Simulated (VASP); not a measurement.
MgI2: single point with PBE+D3(BJ)

The system is MgI2, a slab with vacuum.

```
I Mg
1.0
     4.13111    0.00000    0.00000
    -2.06555    3.57764    0.00000
     0.00000    0.00000   24.22651
I Mg
4 2
Direct
  0.33333 0.66667 0.18575
  0.66667 0.33333 0.32439
  0.16667 0.66667 0.47416
  0.50000 0.33333 0.61280
  0.00000 0.00000 0.25513
  0.83333 0.00000 0.54342
```

This cell differs from its parent crystal: layers slid over each other, then relaxed in part.

| Item | Value |
| --- | --- |
| Program | VASP 6.6.1 |
| Task | single point |
| Functional | PBE |
| Dispersion | D3(BJ) |
| Potentials or basis | VASP PAW PBE potentials, release 64 (I, Mg) |
| Cutoff | 520 eV |
| k mesh | 9 × 9 × 1 |
| Occupations | gaussian, width 0.05 eV |
| Spin | no spin polarisation |

```
Largest force              : 0.044 eV/Å
Band gap on the k mesh     : 3.56 eV (least direct gap 3.92 eV)
Dispersion energy per atom : -0.271 eV
```

Forces in eV/Å, atoms in the order of the input:
```
I    0.000 -0.001  0.010
I   -0.038 -0.020 -0.010
I    0.038  0.020  0.010
I    0.000  0.001 -0.010
Mg   0.004  0.001 -0.001
Mg  -0.004 -0.001  0.001
```

Levels at points of the mesh, in eV from the valence-band top:
```csv
k point,band 14,band 15,band 16,band 17,band 18,band 19
"(0.00, 0.00, 0.00)",-0.05,-0.03,0.00,3.92,4.38,4.90
```

Wall time 7.6 min on 1 thread of Intel(R) Xeon(R) Platinum 8259CL CPU @ 2.50GHz (Skylake/Cascade Lake), on a shared host, peak memory 0.64 GiB.

Caveat: the cell differs from its parent crystal (layers slid over each other, then relaxed in part); spin-orbit coupling is left out, which moves the levels of the heavy elements.
